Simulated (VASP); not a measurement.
The system is CdSe.

```xyz
2
Lattice="-0.0641 3.0678 3.0678 3.0678 -0.0641 3.0678 3.0037 3.0037 0.0000" Properties=species:S:1:pos:R:3 pbc="T T T"
Cd    0.0000    0.0000   -0.0272
Se    1.5018    1.5018    1.5611
```

This cell differs from its parent crystal: shear xy strain -4.2%.

Base run:

| Item | Value |
| --- | --- |
| Program | VASP 6.6.1 |
| Functional | r2SCAN |
| Potentials or basis | VASP PAW PBE potentials, release 64 (Cd, Se) |
| Cutoff | 520 eV |
| k mesh | 8 × 8 × 8 |
| Occupations | gaussian, width 0.01 eV |
| Spin | no spin polarisation |

Its results: band gap on the k mesh 0.92 eV, direct; pressure 0.2 GPa.

Task: The run is repeated on the same cell with these changes: functional from r2SCAN to PBE; occupations from gaussian, width 0.01 eV to fermi-dirac, width 0.02 eV. What comes out?

Result: Band gap on the k mesh 0.45 eV, direct; pressure 1.7 GPa.

Caveats: the PAW data sets were made with another functional, which shifts forces and pressure a little (some runs).

